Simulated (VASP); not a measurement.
A run of VASP 6.6.1:

INCAR

```
PREC     = Accurate       # precision mode
ENCUT    = 500            # plane-wave cutoff, eV
EDIFF    = 1E-6           # SCF threshold, eV
ISMEAR   = 0              # smearing method
SIGMA    = 0.01           # smearing width, eV
LREAL    = F              # projectors in reciprocal space
LASPH    = T              # aspherical terms in the spheres
NELM     = 120            # most SCF steps
ALGO     = Normal         # electronic algorithm
ISIF     = 2              # what is computed and relaxed
LWAVE    = F              # write WAVECAR
LCHARG   = T              # write CHGCAR
GGA      = PE             # functional
LELF     = T              # ELF
LVHAR    = T            
NBANDS   = 15             # bands
GGA_COMPAT= F
```

Contents of KPOINTS:

```
Automatic mesh
0
Gamma
  6 6 6
```

File POSCAR:

```
CsBr
1.0
    4.4327710569      0.0000000000      0.0000000000
    0.0000000000      4.4327710569      0.0000000000
    0.0000000000      0.0000000000      4.4327710569
Cs Br
1 1
Direct
    0.0000000000      0.0000000000      0.0000000000
    0.5000000000      0.5000000000      0.5000000000
```

Potentials or basis: VASP PAW PBE potentials, release 64 (Cs_sv, Br).

Launch:

```sh
$ cat potpaw_PBE.64/Cs_sv/POTCAR potpaw_PBE.64/Br/POTCAR > POTCAR
$ mpirun -np 1 vasp_std > vasp.out
```

Hardware: 1 thread of Intel(R) Xeon(R) Platinum 8259CL CPU @ 2.50GHz (Skylake/Cascade Lake) (shared host).

Q: Estimate the wall time of this run.

A: Wall time 12 s on 1 thread of Intel(R) Xeon(R) Platinum 8259CL CPU @ 2.50GHz (Skylake/Cascade Lake) (shared host), peak memory 0.18 GiB. Counts: scf iterations 12, k points 20.
